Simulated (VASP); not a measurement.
Wanted: the native input for a VASP 6.6.1 run.

* Task: single point
* Functional: PBE
* Potentials or basis: VASP PAW PBE potentials, release 64 (Ti_sv, O)
* Cutoff: 520 eV
* k mesh: 3 × 3 × 2
* Occupations: fermi-dirac, width 0.24 eV
* Spin: no spin polarisation
* Dipole correction: no
* Further INCAR settings: ALGO = Normal; EDIFF = 1e-06; NBANDS = 60

The structure of TiO2 lies in POSCAR:

```
TiO2
1.0
   -4.5582430000      4.5582430000      1.9775720000
    4.5582430000     -4.5582430000      1.9775720000
    4.5582430000      4.5582430000     -1.9775720000
Ti O
4 8
Direct
    0.3125876230      0.0512807993      0.2925688692
    0.0244109638      0.7442716646      0.7308079012
    0.9729436248      0.2628673959      0.2836838668
    0.7490029310      1.0428222820      0.7371480634
    0.4631823529      0.1536003494      0.6487916506
    0.1774657674      0.8884963114      0.0021828586
    0.1030465449      0.4208444332      0.6294749973
    0.1708924395      0.1807098187      0.3273300699
    0.8836306287      0.8847385118      0.6809751038
    0.7737399411      0.4027307605      0.3716453906
    0.7421031174      0.0747736223      1.0018004744
    0.4715484212      0.8271349926      0.3406904810
```

One way to write it, as run:

INCAR

```
PREC = Accurate ; ENCUT = 520
EDIFF = 1E-6 ; ISMEAR = -1
SIGMA = 0.24 ; LREAL = F
LASPH = T ; NELM = 80
ALGO = Normal ; ISIF = 2
LWAVE = F ; LCHARG = F
GGA = PE ; NBANDS = 60
```

KPOINTS

```
Automatic mesh
0
Gamma
  3 3 2
```

Potentials or basis: VASP PAW PBE potentials, release 64 (Ti_sv, O).

The run is started by

```console
$ cat potpaw_PBE.64/Ti_sv/POTCAR potpaw_PBE.64/O/POTCAR > POTCAR
$ mpirun -np 1 vasp_std > vasp.out
```

It gave:

- Pressure: -6.5 GPa
- Largest force: 4.221 eV/Å
- Band gap on the k mesh: 2.13 eV, indirect (least direct gap 2.45 eV)

Caveat: the k points lie up to 0.58 Å⁻¹ apart; forces of over 1 eV/Å act on the atoms, so gaps and moduli don't describe the material at rest.

Wall time 2.4 min on 1 thread of AMD EPYC 9R45 96-Core Processor (Zen 5), on a shared host, peak memory 0.34 GiB.
